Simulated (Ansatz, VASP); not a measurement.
## Cs in VASP and in Ansatz

INCAR

```
SYSTEM = Cs
ALGO = Normal ; EDIFF = 1E-6
ENCUT = 500 ; GGA = CA
GGA_COMPAT = .FALSE. ; ISIF = 2
ISMEAR = -1 ; LASPH = .TRUE.
LCHARG = .FALSE. ; LREAL = .FALSE.
LWAVE = .FALSE. ; NBANDS = 26
NELM = 120 ; PREC = Accurate
SIGMA = 0.05
```

The input KPOINTS:

```
k-points
0
G
  7 7 5
  0 0 0
```

The input POSCAR:

```
Cs
1.0
    4.2585681821      0.0000000000      0.0000000000
   -2.1292840910      3.6880282294      0.0000000000
    0.0000000000      0.0000000000      9.6016194802
Cs
4
Direct
    0.0000000000      0.0000000000      0.0000000000
    0.0000000000      0.0000000000      0.5000000000
    0.3333333333      0.6666666667      0.2500000000
    0.6666666667      0.3333333333      0.7500000000
```

Input for Ansatz:

```yaml
crystal:
  lattice:
    - [4.2585681821, 0.0, 0.0]
    - [-2.129284091, 3.6880282294, 0.0]
    - [0.0, 0.0, 9.6016194802]
  atoms:
    - { symbol: Cs, position: [0.0, 0.0, 0.0] }
    - { symbol: Cs, position: [0.0, 0.0, 0.5] }
    - { symbol: Cs, position: [0.3333333333, 0.6666666667, 0.25] }
    - { symbol: Cs, position: [0.6666666667, 0.3333333333, 0.75] }
kpoints:
  mp_grid: { grid: [7, 7, 5] }
scf:
  occupations: { method: fermi_dirac, width: 0.05 }
hamiltonian:
  xc: lda
  pseudopotentials: { kind: all_electron, lapw: { basis_error: 0.0005 } }
output:
  forces: true
  stress: true
  eigenvalues: true
  populations: true
```

Alike in both runs: task single point; functional LDA; k mesh 7 × 7 × 5; occupations fermi-dirac, width 0.05 eV; no spin polarisation.

|  | VASP | Ansatz |
| --- | --- | --- |
| version | VASP 6.6.1 | Ansatz 0.2.0 |
| potentials or method | VASP PAW LDA potentials, release 64 (Cs_sv), cutoff 500 eV | all-electron LAPW, scalar-relativistic |

|  | VASP | Ansatz | Ansatz less VASP |
| --- | --- | --- | --- |
| pressure (GPa) | 5.3 | 5.0 | -0.32 |
| traceless stress, the component that is largest in VASP (GPa) | 0.05 | 0.00 | -0.050 |

LDA's correlation is that of Perdew and Zunger in VASP and of Perdew and Wang (1992) in Ansatz. Ansatz ran all-electron here, and VASP with PAW potentials.

Neither program's run includes spin-orbit coupling.
